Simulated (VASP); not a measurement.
A run of VASP 6.6.1 is set up as follows.

Contents of INCAR:

```
SYSTEM = SnSe2
PREC = Accurate
ENCUT = 520
EDIFF = 1E-7
ISMEAR = -1
SIGMA = 0.02
LREAL = .FALSE.
LASPH = .TRUE.
NELM = 80
ALGO = Normal
ISIF = 2
LWAVE = .FALSE.
LCHARG = .FALSE.
GGA = PE
NBANDS = 20
```

KPOINTS

```
Automatic mesh
0
G
  13 13 7
  0 0 0
```

Contents of POSCAR:

```
SnSe2
1.0
    3.8110000000      0.0000000000      0.0000000000
   -1.9055000000      3.3004228138      0.0000000000
    0.0000000000      0.0000000000      6.1973600000
Sn Se
1 2
Direct
    0.0000000000      0.0000000000      0.0000000000
    0.3333333333      0.6666666667      0.2592533450
    0.6666666667      0.3333333333      0.7407466550
```

Potentials or basis: VASP PAW PBE potentials, release 64 (Sn_d, Se).

Command:

```bash
$ cat potpaw_PBE.64/Sn_d/POTCAR potpaw_PBE.64/Se/POTCAR > POTCAR
$ mpirun -np 1 vasp_std > vasp.out
```

Task: What does it give for the band gap on the k mesh?

Result: 0.57 eV (least direct gap 1.12 eV).

Task: What does it give for the pressure?

Result: 2.5 GPa.

Task: Predict the largest force.

Result: 0.007 eV/Å.

Forces on the atoms (eV/Å):
```
Sn   0.000  0.000  0.000
Se   0.000  0.000  0.007
Se   0.000  0.000 -0.007
```

Caveat: the cell differs from its parent crystal (z stretched by +1 %, then relaxed in part); spin-orbit coupling is left out, which moves the levels of the heavy elements; an odd mesh through Γ misses points on the zone boundary, where band edges can lie; this functional lacks dispersion, which binds the layers, so the pressure and a relaxed spacing across them are unreliable.
